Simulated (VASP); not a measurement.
Wanted: the native input for a VASP 6.6.1 run.

| Property | Result |
| --- | --- |
| Task | single point |
| Functional | PBE |
| Potentials or basis | VASP PAW PBE potentials, release 64 (Mn_pv, O) |
| Cutoff | 520 eV |
| k mesh | 10 × 10 × 10 |
| Occupations | gaussian, width 0.019 eV |
| Spin | collinear spin, ferromagnetic start |
| Starting moments | [4.0, 0.0] μB |
| Dipole correction | no |
| Further INCAR settings | ALGO = Normal; EDIFF = 1e-06; NBANDS = 20 |

The structure of MnO lies in POSCAR:

```
MnO
1.0
    0.0000000000      2.2239077028      2.2239077028
    2.2239077028      0.0000000000      2.2239077028
    2.2239077028      2.2239077028      0.0000000000
Mn O
1 1
Direct
    0.0000000000      0.0000000000      0.0000000000
    0.5000000000      0.5000000000      0.5000000000
```

One way to write it, as run:

INCAR

```
SYSTEM = MnO
  ALGO = Normal
  EDIFF = 1E-6
  ENCUT = 520
  GGA = PE
  ISIF = 2
  ISMEAR = 0
  ISPIN = 2
  LASPH = .True.
  LCHARG = .False.
  LMAXMIX = 4
  LORBIT = 11
  LREAL = .False.
  LWAVE = .False.
  MAGMOM = 4 0
  NBANDS = 20
  NELM = 150
  PREC = Accurate
  SIGMA = 0.019000000000000003
```

KPOINTS

```
k-points
0
Gamma
  10 10 10
  0 0 0
```

Potentials or basis: VASP PAW PBE potentials, release 64 (Mn_pv, O).

The run is started by

```bash
$ cat potpaw_PBE.64/Mn_pv/POTCAR potpaw_PBE.64/O/POTCAR > POTCAR
$ mpirun -np 1 vasp_std > vasp.out
```

Results of the run:

```yaml
Pressure: 0.4 GPa
Net_moment: 4.80 μB per cell
Site_moments: Mn +4.36; O +0.21 μB
Valence_electrons_inside_the_program's_atomic_spheres: Mn 11.35; O 4.98
```

Caveat: a cell with one magnetic atom can't hold antiferromagnetic order, which such compounds often take.

Wall time 52 s on 1 thread of Intel Xeon 8259CL (shared host), peak memory 0.17 GiB.
